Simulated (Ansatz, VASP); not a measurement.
Ga: VASP beside Ansatz

```
Ga
1.0
    -1.68723    1.68723    1.68723
     1.68723   -1.68723    1.68723
     1.68723    1.68723   -1.68723
Ga
1
Direct
  0.00000 0.00000 0.00000
```

Alike in both runs: functional PBE; k mesh 17 × 17 × 17; occupations fermi-dirac, width 0.05 eV; non-collinear spin, spin-orbit coupling.

Ansatz relaxed the structure, and its values are those at the end. VASP's run is a single point on that final structure, the one shown.

|  | VASP | Ansatz |
| --- | --- | --- |
| version | VASP 6.6.1 | Ansatz 0.2.0 |
| potentials or method | VASP PAW PBE potentials, release 64 (Ga_d) | PAW with Ansatz's default frozen-core files, fully relativistic files with spin-orbit coupling |
| plane-wave cutoff (eV) | 520 | 420 |
| valence electrons in the cell | 13 | 13 |

Ansatz gave:

- pressure (GPa): 0.0

Problem. Which values does VASP return?

Solution. Pressure (GPa): 0.1.
